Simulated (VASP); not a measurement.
Input of a VASP 6.6.1 run:

File INCAR:

```
  PREC = Accurate
  ENCUT = 520
  EDIFF = 1E-6
  ISMEAR = 0
  SIGMA = 0.01
  LREAL = False
  LASPH = True
  NELM = 80
  ALGO = Normal
  ISIF = 2
  LWAVE = False
  LCHARG = False
  GGA = PE
  NBANDS = 26
```

File KPOINTS:

```
regular mesh
0
Gamma
  6 6 4
```

Contents of POSCAR:

```
CdSe
1.0
    4.6022437331      0.0000000000      0.0000000000
   -2.3011218665      3.9856599873      0.0000000000
    0.0000000000      0.0000000000      6.0016225191
Cd Se
2 2
Direct
    0.3333333333      0.6666666667      0.2500000000
    0.6666666667      0.3333333333      0.7500000000
    0.6666666667      0.3333333333      0.2500000000
    0.3333333333      0.6666666667      0.7500000000
```

Potentials or basis: VASP PAW PBE potentials, release 64 (Cd, Se).

Command:

```sh
$ cat potpaw_PBE.64/Cd/POTCAR potpaw_PBE.64/Se/POTCAR > POTCAR
$ mpirun -np 1 vasp_std > vasp.out
```

**Question.** Estimate the band gap on the k mesh.

**Answer.** 0.23 eV, indirect (least direct gap 0.43 eV).

**Question.** Estimate the pressure.

**Answer.** 1.8 GPa.

Stress tensor (GPa, compression positive):
```
1.88 0.00 0.00
0.00 1.88 0.00
0.00 0.00 1.51
```

A k mesh can miss the band edges.
